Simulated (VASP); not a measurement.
# KYMg6 in VASP: notebook

Runs on KYMg6. Level: PBE. Tasks: single point.

Everything below comes from runs of VASP 6.6.1. Logs are shortened: lines on timing, memory, paths and dates and some standing lists are left out, and cuts for length are marked.

## (1) The cell of the first run

The typed cell holds 8 atoms: a = 5.399 Å, b = 6.835 Å, c = 6.835 Å, α = 61.31°, β = 90.00°, γ = 90.00°.

## (2) Single point, PBE (atoms moved at random)

File INCAR:

```
SYSTEM = KYMg6
PREC     = Accurate       ! precision mode
ENCUT    = 520            ! plane-wave cutoff, eV
EDIFF    = 1E-6           ! SCF threshold, eV
ISMEAR   = -1             ! smearing method
SIGMA    = 0.05           ! smearing width, eV
LREAL    = .False.        ! projectors in reciprocal space
LASPH    = .True.         ! aspherical terms in the spheres
NELM     = 80             ! most SCF steps
ALGO     = Fast           ! electronic algorithm
ISIF     = 2              ! what is computed and relaxed
LWAVE    = .False.        ! write WAVECAR
LCHARG   = .False.        ! write CHGCAR
GGA      = PE             ! functional
NBANDS   = 26             ! bands
```

File KPOINTS:

```
regular mesh
0
Gamma
  5 5 5
  0 0 0
```

File POSCAR:

```
KYMg6
1.0
    5.3987070000      0.0000000000      0.0000000000
    0.0000000000      3.4847975000      5.8794235000
    0.0000000000     -3.4847975000      5.8794235000
Y K Mg
1 1 6
Direct
    0.0009510000      0.8428680000      0.8478970000
    0.5023360000      0.6475540000      0.6484590000
    0.5097040000      0.1685740000      0.1630700000
    0.4935620000      0.6654210000      0.1543890000
    0.4913690000      0.1446280000      0.6718700000
    0.0096220000      0.3455980000      0.3425800000
    0.0017690000      0.8460200000      0.3125810000
    0.0000800000      0.3178410000      0.8537590000
```

Potentials or basis: VASP PAW PBE potentials, release 64 (Y_sv, K_sv, Mg).

Run with:

```console
$ cat potpaw_PBE.64/Y_sv/POTCAR potpaw_PBE.64/K_sv/POTCAR potpaw_PBE.64/Mg/POTCAR > POTCAR
$ mpirun -np 1 vasp_std > vasp.out
```

OUTCAR:

```text
SYSTEM = KYMg6
   PREC = Accurate
   ENCUT = 520
   EDIFF = 1E-6
   ISMEAR = -1
   LREAL = .False.
   LASPH = .True.
   NELM = 80
   ISIF = 2
   GGA = PE

 ion  position               nearest neighbor table
   1  0.001  0.843  0.848-   7 3.19   5 3.21   4 3.24   8 3.27   5 3.30   4 3.31   6 3.46   6 3.51
                             2 3.55   2 3.57   8 3.57   7 3.65
   2  0.502  0.648  0.648-   4 3.32   8 3.35   5 3.36   8 3.37   7 3.37   7 3.38   3 3.47   5 3.48
                             3 3.51   4 3.52   1 3.55   1 3.57
   3  0.510  0.169  0.163-   8 3.23   7 3.29   8 3.32   7 3.36   4 3.37   5 3.40   6 3.42   6 3.42
                             5 3.44   4 3.47   2 3.47   2 3.51
   4  0.494  0.665  0.154-   1 3.24   6 3.25   1 3.31   7 3.32   2 3.32   5 3.35   3 3.37   6 3.39
                             7 3.39   3 3.47   2 3.52   5 3.62
   5  0.491  0.145  0.672-   1 3.21   6 3.28   1 3.30   4 3.35   2 3.36   8 3.38   3 3.40   6 3.44
                             3 3.44   8 3.45   2 3.48   4 3.62
   6  0.010  0.346  0.343-   4 3.25   5 3.28   7 3.33   4 3.39   8 3.41   3 3.42   3 3.42   8 3.44
                             5 3.44   1 3.46   1 3.51   7 3.52
   7  0.002  0.846  0.313-   1 3.19   8 3.24   3 3.29   4 3.32   6 3.33   3 3.36   2 3.37   2 3.38
                             4 3.39   6 3.52   1 3.65
   8  0.000  0.318  0.854-   3 3.23   7 3.24   1 3.27   3 3.32   2 3.35   2 3.37   5 3.38   6 3.41
                             6 3.44   5 3.45   1 3.57

  LATTYP: Found a base centered orthorhombic cell.
 ALAT       =     6.9695950000
 B/A-ratio  =     1.6871636013
 C/A-ratio  =     0.7746084242

  Lattice vectors:

 A1 = (   0.0000000000,   3.4847975000,  -5.8794235000)
 A2 = (   0.0000000000,   3.4847975000,   5.8794235000)
 A3 = (   5.3987070000,   0.0000000000,   0.0000000000)

Analysis of symmetry for initial positions (statically):
=====================================================================
 Subroutine PRICEL returns:
 Original cell was already a primitive cell.

 Routine SETGRP: Setting up the symmetry group for a
 base centered orthorhombic supercell.

 Subroutine GETGRP returns: Found  1 space group operations
 (whereof  1 operations were pure point group operations)
 out of a pool of  8 trial point group operations.

The static configuration has the point symmetry C_1 .

Analysis of symmetry for dynamics (positions and initial velocities):
=====================================================================
 Subroutine PRICEL returns:
 Original cell was already a primitive cell.

 Routine SETGRP: Setting up the symmetry group for a
 base centered orthorhombic supercell.

 Subroutine GETGRP returns: Found  1 space group operations
 (whereof  1 operations were pure point group operations)
 out of a pool of  8 trial point group operations.

The dynamic configuration has the point symmetry C_1 .

 Subroutine INISYM returns: Found  1 space group operations
 (whereof  1 operations are pure point group operations),
 and found     1 'primitive' translations

----------------------------------------------------------------------------------------

                                     Primitive cell

  volume of cell :     221.2239

  direct lattice vectors                    reciprocal lattice vectors
     5.398707000  0.000000000  0.000000000     0.185229537  0.000000000  0.000000000
     0.000000000  3.484797500  5.879423500     0.000000000  0.143480360  0.085042352
     0.000000000 -3.484797500  5.879423500     0.000000000 -0.143480360  0.085042352

  length of vectors
     5.398707000  6.834576381  6.834576381     0.185229537  0.166789734  0.166789734

  position of ions in fractional coordinates (direct lattice)
     0.000951000  0.842868000  0.847897000
     0.502336000  0.647554000  0.648459000
     0.509704000  0.168574000  0.163070000
     0.493562000  0.665421000  0.154389000
     0.491369000  0.144628000  0.671870000
     0.009622000  0.345598000  0.342580000
     0.001769000  0.846020000  0.312581000
     0.000080000  0.317841000  0.853759000

  ion indices of the primitive-cell ions
   primitive index   ion index
                 1           1
                 2           2
                 3           3
                 4           4
                 5           5
                 6           6
                 7           7
                 8           8

----------------------------------------------------------------------------------------

 KPOINTS: regular mesh

Automatic generation of k-mesh.
 Grid dimensions read from file:
 generate k-points for:    5    5    5

 Generating k-lattice:

  Cartesian coordinates                     Fractional coordinates (reciprocal lattice)
     0.037045907  0.000000000  0.000000000     0.200000000  0.000000000  0.000000000
     0.000000000  0.028696072  0.017008470     0.000000000  0.200000000  0.000000000
[... 70 lines left out ...]
   AEXX    =    0.0000 exact exchange contribution
   IVDW    =     0    specifies the selected vdW correction
   LEPSILON=     F    determine dielectric tensor
   LRPA    =     F    only Hartree local field effects (RPA)
 non-spin polarized calculation
 RMM-DIIS sequential band-by-band and
  energy-cutoff  :      520.00
  volume of cell :      221.22
 maximum number of plane-waves:      5972
   NGX = 21   NGY = 25   NGZ = 25

 number of electron      32.0000000 magnetization

 Free energy of the ion-electron system (eV)
  ---------------------------------------------------
  ext. energy  EPLUGINS =         0.00000000
  ---------------------------------------------------
  free energy    TOTEN  =       -15.14925853 eV

  energy without entropy =      -15.10357980  energy(sigma->0) =      -15.12641916

 E-fermi :   2.0910     XC(G=0):  -8.3011

 val. band max:        2.0710843992   @ k =  -0.2000   0.0000   0.4000
 cond. band min:       2.1054070329   @ k =   0.0000   0.4000   0.2000
 fundamental gap:      0.0343226337
 Fermi energy:         2.0909974504

 k-point     1 :       0.0000    0.0000    0.0000
  band No.  band energies     occupation
      1     -41.0820      2.00000
      2     -28.7542      2.00000
      3     -21.1145      2.00000
      4     -21.0727      2.00000
      5     -21.0191      2.00000
      6     -12.3556      2.00000
[... 18 lines left out ...]
     25       5.3746      0.00000
     26       5.5314      0.00000

 k-point     2 :       0.2000    0.0000    0.0000
  band No.  band energies     occupation
      1     -41.0820      2.00000
      2     -28.7542      2.00000
      3     -21.1157      2.00000
      4     -21.0728      2.00000
      5     -21.0189      2.00000
      6     -12.3547      2.00000
[... 18 lines left out ...]
     25       5.0740      0.00000
     26       5.2572      0.00000

 k-point     3 :       0.4000    0.0000    0.0000
  band No.  band energies     occupation
      1     -41.0820      2.00000
      2     -28.7541      2.00000
      3     -21.1176      2.00000
      4     -21.0731      2.00000
      5     -21.0187      2.00000
      6     -12.3576      2.00000
[... 18 lines left out ...]
     25       5.2639      0.00000
     26       5.3291      0.00000

 k-point     4 :       0.0000    0.2000    0.0000
  band No.  band energies     occupation
      1     -41.0820      2.00000
      2     -28.7542      2.00000
      3     -21.1145      2.00000
      4     -21.0728      2.00000
      5     -21.0192      2.00000
      6     -12.3561      2.00000
[... 18 lines left out ...]
     25       5.3053      0.00000
     26       5.4071      0.00000
[... 496 lines left out ...]
      1     -41.0820      2.00000
      2     -28.7540      2.00000
      3     -21.1176      2.00000
      4     -21.0733      2.00000
      5     -21.0189      2.00000
      6     -12.3576      2.00000
[... 18 lines left out ...]
     25       5.1214      0.00000
     26       5.6783      0.00000

 k-point    23 :      -0.4000    0.0000    0.4000
  band No.  band energies     occupation
      1     -41.0820      2.00000
      2     -28.7540      2.00000
      3     -21.1176      2.00000
      4     -21.0733      2.00000
      5     -21.0189      2.00000
      6     -12.3575      2.00000
[... 18 lines left out ...]
     25       5.1177      0.00000
     26       5.6632      0.00000

 k-point    24 :       0.0000    0.2000    0.2000
  band No.  band energies     occupation
      1     -41.0820      2.00000
      2     -28.7542      2.00000
      3     -21.1145      2.00000
      4     -21.0728      2.00000
      5     -21.0191      2.00000
      6     -12.3569      2.00000
[... 18 lines left out ...]
     25       5.0588      0.00000
     26       5.2756      0.00000

 [... further k-points ...]
[... 5 lines left out ...]
  --------------------------------------------------------------------------------------
  -------------------------------------------------------------------------------------
  Total        0.2233749     -0.1182601      0.0588512      0.0364111     -0.1092155      0.0866221
  in kB        1.6177555     -0.8564788      0.4262200      0.2637014     -0.7909749      0.6273461
  external PRESSURE =       0.3958322 kB  Pullay stress =       0.0000000 kB

 VOLUME and BASIS-vectors are now :
 -----------------------------------------------------------------------------
  energy-cutoff  :      520.00
  volume of cell :      221.22
      direct lattice vectors                 reciprocal lattice vectors
     5.398707000  0.000000000  0.000000000     0.185229537  0.000000000  0.000000000
     0.000000000  3.484797500  5.879423500     0.000000000  0.143480360  0.085042352
     0.000000000 -3.484797500  5.879423500     0.000000000 -0.143480360  0.085042352

 POSITION                                       TOTAL-FORCE (eV/Angst)
 -----------------------------------------------------------------------------------
      0.00513     -0.01753      9.94072        -0.158744      0.056169     -0.084616
      2.71196     -0.00315      7.61981        -0.021315      0.019993     -0.077698
      2.75174      0.01918      1.94988        -0.049745     -0.060149     -0.011661
      2.66460      1.78084      4.82001         0.125272      0.039083     -0.066605
      2.65276     -1.83733      4.80054         0.144548      0.064305      0.030870
      0.05195      0.01052      4.04609        -0.108554     -0.061077     -0.000857
      0.00955      1.85893      6.81191         0.019119     -0.015791      0.202841
      0.00043     -1.86757      6.88833         0.049421     -0.042533      0.007726
 -----------------------------------------------------------------------------------
    total drift:                                0.000153     -0.000806      0.004024

  FREE ENERGIE OF THE ION-ELECTRON SYSTEM (eV)
  ---------------------------------------------------
  free  energy   TOTEN  =       -15.1492585255 eV

  energy  without entropy=      -15.1035797984  energy(sigma->0) =      -15.12641916
```

Run time: 13 min. Hardware: 1 thread of Intel Xeon Platinum 8488C (Sapphire Rapids), shared host; peak memory 0.63 GiB.

What came out:

```yaml
Free_energy: -15.1493 eV
Pressure: 0.0 GPa
Largest_force: 0.204 eV/Å
Band_gap_on_the_k_mesh: zero (band 16 reaches 2.26 eV, above the bottom of band 17 at 1.78 eV)
```

Forces in eV/Å, atoms in the order of the input:
```
Y   -0.159  0.056 -0.085
K   -0.021  0.020 -0.078
Mg  -0.050 -0.060 -0.012
Mg   0.125  0.039 -0.067
Mg   0.145  0.064  0.031
Mg  -0.109 -0.061 -0.001
Mg   0.019 -0.016  0.203
Mg   0.049 -0.043  0.008
```

Stress tensor (GPa, compression positive):
```
 0.16  0.03  0.06
 0.03 -0.09 -0.08
 0.06 -0.08  0.04
```

Levels at points of the mesh, in eV from the Fermi level:
| k point | band 12 | band 13 | band 14 | band 15 | band 16 | band 17 | band 18 | band 19 | band 20 | band 21 |
| --- | --- | --- | --- | --- | --- | --- | --- | --- | --- | --- |
| (0.00, 0.00, 0.00) | -2.04 | -1.64 | -1.39 | -0.80 | -0.59 | -0.02 | 0.43 | 1.05 | 1.72 | 1.87 |

Caveat: the cell differs from its parent crystal (atoms moved at random).

## (3) Single point, PBE

This run uses another cell than the first one, of 25.99 Å³/atom, 0.940 times its volume.

File INCAR:

```
ALGO = Fast
EDIFF = 1E-6
ENCUT = 520
GGA = PE
ISIF = 2
ISMEAR = -1
LASPH = T
LCHARG = F
LREAL = F
LWAVE = F
NBANDS = 26
NELM = 80
PREC = Accurate
SIGMA = 0.05
```

File KPOINTS:

```
k-points
0
Gamma
  5 5 5
```

File POSCAR:

```
KYMg6
1.0
    5.2884983822      0.0000000000      0.0000000000
    0.0000000000      3.4136592227      5.7594015879
    0.0000000000     -3.4136592227      5.7594015879
Y K Mg
1 1 6
Direct
    0.0000000000      0.8468330000      0.8468330000
    0.5000000000      0.6496090000      0.6496090000
    0.5000000000      0.1664510000      0.1664510000
    0.5000000000      0.6682610000      0.1534430000
    0.5000000000      0.1534430000      0.6682610000
    0.0000000000      0.3440530000      0.3440530000
    0.0000000000      0.8509780000      0.3203700000
    0.0000000000      0.3203700000      0.8509780000
```

Potentials or basis: VASP PAW PBE potentials, release 64 (Y_sv, K_sv, Mg).

Run with:

```console
$ cat potpaw_PBE.64/Y_sv/POTCAR potpaw_PBE.64/K_sv/POTCAR potpaw_PBE.64/Mg/POTCAR > POTCAR
$ mpirun -np 1 vasp_std > vasp.out
```

Wall time 4.7 min (1 thread of Intel Xeon Platinum 8488C (Sapphire Rapids), shared host); peak memory 0.43 GiB.

Results (log left out):

```
Free energy            : -15.0970 eV
Pressure               : 1.9 GPa
Largest force          : 0.090 eV/Å
Band gap on the k mesh : zero (band 16 reaches 2.55 eV, above the bottom of band 17 at 2.08 eV)
```

Forces on the atoms (eV/Å):
```
Y    0.000  0.000 -0.090
K    0.000  0.000 -0.059
Mg   0.000  0.000 -0.013
Mg   0.000 -0.041 -0.019
Mg   0.000  0.041 -0.019
Mg   0.000  0.000  0.024
Mg   0.000  0.013  0.088
Mg   0.000 -0.013  0.088
```

Stress tensor (GPa, compression positive):
```
2.04 0.00 0.00
0.00 1.80 0.00
0.00 0.00 1.74
```

Levels at points of the mesh, in eV from the Fermi level:
```tsv
k point	band 14	band 15	band 16	band 17	band 18	band 19
(0.00, 0.00, 0.00)	-1.43	-0.83	-0.58	0.04	0.43	1.08
```

## (4) Single point, PBE

This run uses another cell than the first one, of 26.55 Å³/atom, 0.960 times its volume.

File INCAR:

```
SYSTEM = KYMg6
PREC = Accurate
ENCUT = 520
EDIFF = 1E-7
ISMEAR = -1
SIGMA = 0.05
LREAL = .False.
LASPH = .True.
NELM = 100
ALGO = Fast
ISIF = 2
LWAVE = .False.
LCHARG = .False.
GGA = PE
NBANDS = 26
```

File KPOINTS:

```
regular mesh
0
Gamma
  5 5 5
  0 0 0
```

Changes to POSCAR since step 3:

```diff
@@ -2,5 +2,5 @@
 1.0
-    5.2884983822      0.0000000000      0.0000000000
-    0.0000000000      3.4136592227      5.7594015879
-    0.0000000000     -3.4136592227      5.7594015879
+    5.3257425557      0.0000000000      0.0000000000
+    0.0000000000      3.4376998684      5.7999620903
+    0.0000000000     -3.4376998684      5.7999620903
 Y K Mg
```

Run with:

```console
$ cat potpaw_PBE.64/Y_sv/POTCAR potpaw_PBE.64/K_sv/POTCAR potpaw_PBE.64/Mg/POTCAR > POTCAR
$ mpirun -np 1 vasp_std > vasp.out
```

Run time: 7.2 min. Hardware: 1 thread of Intel Xeon Platinum 8488C (Sapphire Rapids), shared host; peak memory 0.43 GiB.

The run converged. Its results:

- Free energy: -15.1386 eV
- Pressure: 1.2 GPa
- Largest force: 0.080 eV/Å
- Band gap on the k mesh: zero (band 16 reaches 2.46 eV, above the bottom of band 17 at 1.97 eV)

Forces in eV/Å, atoms in the order of the input:
```
Y    0.000  0.000 -0.057
K    0.000  0.000 -0.056
Mg   0.000  0.000 -0.015
Mg   0.000 -0.022 -0.026
Mg   0.000  0.022 -0.026
Mg   0.000  0.000  0.028
Mg   0.000  0.024  0.076
Mg   0.000 -0.024  0.076
```

Stress tensor (GPa, compression positive):
```
1.32 0.00 0.00
0.00 1.07 0.00
0.00 0.00 1.08
```

Levels at points of the mesh, in eV from the Fermi level:
```tsv
k point	band 14	band 15	band 16	band 17	band 18	band 19
(0.00, 0.00, 0.00)	-1.42	-0.82	-0.59	0.02	0.43	1.07
```

## (5) Single point, PBE

This run uses another cell than the first one, of 27.10 Å³/atom, 0.980 times its volume.

File INCAR:

```
PREC = Accurate
ENCUT = 520
EDIFF = 1E-6
ISMEAR = -1
SIGMA = 0.05
LREAL = False
LASPH = True
NELM = 80
ALGO = Fast
ISIF = 2
LWAVE = False
LCHARG = False
GGA = PE
NBANDS = 26
```

File KPOINTS:

```
Automatic mesh
0
Gamma
  5 5 5
```

Changes to POSCAR since step 4:

```diff
@@ -2,5 +2,5 @@
 1.0
-    5.3257425557      0.0000000000      0.0000000000
-    0.0000000000      3.4376998684      5.7999620903
-    0.0000000000     -3.4376998684      5.7999620903
+    5.3624729754      0.0000000000      0.0000000000
+    0.0000000000      3.4614088926      5.8399630929
+    0.0000000000     -3.4614088926      5.8399630929
 Y K Mg
```

Run with:

```console
$ cat potpaw_PBE.64/Y_sv/POTCAR potpaw_PBE.64/K_sv/POTCAR potpaw_PBE.64/Mg/POTCAR > POTCAR
$ mpirun -np 1 vasp_std > vasp.out
```

It took 5 min on 1 thread of Intel Xeon Platinum 8488C (Sapphire Rapids), shared host; peak memory 0.43 GiB.

It converged, with:

| Property | Result |
| --- | --- |
| Free energy | -15.1617 eV |
| Pressure | 0.5 GPa |
| Largest force | 0.073 eV/Å |
| Band gap on the k mesh | zero (band 16 reaches 2.37 eV, above the bottom of band 17 at 1.87 eV) |

Forces on the atoms (eV/Å):
```
Y    0.000  0.000 -0.026
K    0.000  0.000 -0.047
Mg   0.000  0.000 -0.017
Mg   0.000 -0.004 -0.033
Mg   0.000  0.004 -0.033
Mg   0.000  0.000  0.029
Mg   0.000  0.035  0.064
Mg   0.000 -0.035  0.064
```

Stress tensor (GPa, compression positive):
```
0.70 0.00 0.00
0.00 0.44 0.00
0.00 0.00 0.50
```

Levels at points of the mesh, in eV from the Fermi level:
| k point | band 13 | band 14 | band 15 | band 16 | band 17 | band 18 | band 19 | band 20 |
| --- | --- | --- | --- | --- | --- | --- | --- | --- |
| (0.00, 0.00, 0.00) | -1.66 | -1.42 | -0.81 | -0.60 | 0.00 | 0.43 | 1.06 | 1.75 |

## (6) Summary

| cell | further INCAR settings | gap on the mesh (eV) | pressure (GPa) | largest force (eV/Å) |
| --- | --- | --- | --- | --- |
| a = 5.399, b = 6.835, c = 6.835 Å, angles 61.3, 90.0, 90.0°, 8 atoms | ALGO = Fast; EDIFF = 1e-06; NBANDS = 26 | none | 0.0 | 0.20 |
| a = 5.288, b = 6.695, c = 6.695 Å, angles 61.3, 90.0, 90.0°, 8 atoms | ALGO = Fast; EDIFF = 1e-06; NBANDS = 26 | none | 1.9 | 0.09 |
| a = 5.326, b = 6.742, c = 6.742 Å, angles 61.3, 90.0, 90.0°, 8 atoms | ALGO = Fast; EDIFF = 1e-07; NBANDS = 26 | none | 1.2 | 0.08 |
| a = 5.362, b = 6.789, c = 6.789 Å, angles 61.3, 90.0, 90.0°, 8 atoms | ALGO = Fast; EDIFF = 1e-06; NBANDS = 26 | none | 0.5 | 0.07 |

Alike in all rows: task single point; level PBE; potentials or basis VASP PAW PBE potentials, release 64 (Y_sv, K_sv, Mg); no spin polarisation; k mesh 5 × 5 × 5; cutoff (eV) 520; smearing fermi-dirac 0.05 eV.

Absolute energies hang on the potentials; compare differences alone.
